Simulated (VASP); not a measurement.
TePb:

```
Te Pb
1.0
     0.00000    3.22133    3.22133
     3.22133    0.00000    3.22133
     3.22133    3.22133    0.00000
Te Pb
1 1
Direct
  0.50000 0.50000 0.50000
  0.00000 0.00000 0.00000
```

Base run:

* Program: VASP 6.6.1
* Functional: PBEsol
* Potentials or basis: VASP PAW PBE potentials, release 64 (Te, Pb_d)
* Cutoff: 520 eV
* k mesh: 6 × 6 × 6
* Occupations: gaussian, width 0.01 eV
* Spin: no spin polarisation

Its results: band gap on the k mesh 0.65 eV; pressure 0.0 GPa.

Problem. The run is repeated on the same cell with these changes: functional from PBEsol to revPBE. What comes out?

Solution. Band gap on the k mesh 0.76 eV; pressure 3.6 GPa.

revPBE binds less tightly than PBEsol, so the same cell stands under more pressure.

Caveats: the PAW data sets were made with another functional, which shifts forces and pressure a little; spin-orbit coupling is left out, which moves the levels of the heavy elements; the cell stands under pressure (at least some runs).

A k mesh can miss the band edges.
